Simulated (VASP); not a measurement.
## Ho4Pd: single point with PBE

Ho4Pd:

```
CELL_PARAMETERS angstrom
5.41568 0.00000 0.00000
0.00000 5.41568 0.00000
0.00000 0.00000 5.41568
ATOMIC_POSITIONS crystal
Ho 0.00000 0.50000 0.50000
Ho 0.50000 0.50000 0.00000
Ho 0.50000 0.00000 0.50000
Ho 0.00000 0.00000 0.00000
Pd 0.50000 0.50000 0.50000
```

The cell was built from a structure type or drawn by symmetry, and may not be a known phase.

```json
{
  "Program": "VASP 6.6.1",
  "Task": "single point",
  "Functional": "PBE",
  "Potentials or basis": "VASP PAW PBE potentials, release 64 (Ho_3, Pd), 4f in core",
  "Cutoff": "500 eV",
  "k mesh": "4 × 4 × 4",
  "Occupations": "gaussian, width 0.1 eV",
  "Spin": "collinear spin",
  "Starting moments": "[0.0, 0.0, 0.0, 0.0, 1.0] μB"
}
```

```
Pressure                                              : 0.3 GPa
Band gap on the k mesh                                : zero (filled and empty bands overlap)
Net moment                                            : 0.00 μB per cell
Valence electrons inside the program's atomic spheres : Ho 8.02, 7.60 (each value once); Pd 9.78
```

Levels at points of the mesh, in eV from the Fermi level:
Spin up:
```csv
k point,band 18,band 19,band 20,band 21,band 22,band 23,band 24,band 25,band 26,band 27
"(0.00, 0.00, 0.00)",-4.47,-2.62,-1.51,-1.51,0.07,0.07,0.07,1.02,1.02,1.02
"(0.50, 0.00, 0.00)",-3.42,-3.34,-1.13,-0.64,-0.19,-0.19,0.21,0.75,0.76,0.76
"(0.50, 0.50, 0.00)",-2.61,-2.30,-2.30,-1.77,-0.22,0.26,0.27,0.35,0.35,0.54
"(0.50, 0.50, 0.50)",-2.47,-2.47,-2.47,-2.12,-1.27,0.40,0.40,0.40,0.97,0.97
```
Spin down:
| k point | band 20 | band 21 | band 22 | band 23 | band 24 | band 25 |
| --- | --- | --- | --- | --- | --- | --- |
| (0.00, 0.00, 0.00) | -1.51 | -1.51 | 0.07 | 0.07 | 0.07 | 1.02 |
| (0.50, 0.00, 0.00) | -1.13 | -0.64 | -0.19 | -0.19 | 0.21 | 0.75 |
| (0.50, 0.50, 0.00) | -2.30 | -1.77 | -0.22 | 0.26 | 0.27 | 0.35 |
| (0.50, 0.50, 0.50) | -2.47 | -2.12 | -1.27 | 0.40 | 0.40 | 0.40 |

Run time: 80 s on 1 thread of Intel(R) Xeon(R) Platinum 8375C CPU @ 2.90GHz (Ice Lake), on a shared host, peak memory 0.32 GiB.

Caveat: the magnetic or orbital state may not be the lowest; spin-orbit coupling is left out, which moves the levels of the heavy elements; the 4f electrons are frozen in the core, so they carry no moment and show no levels.
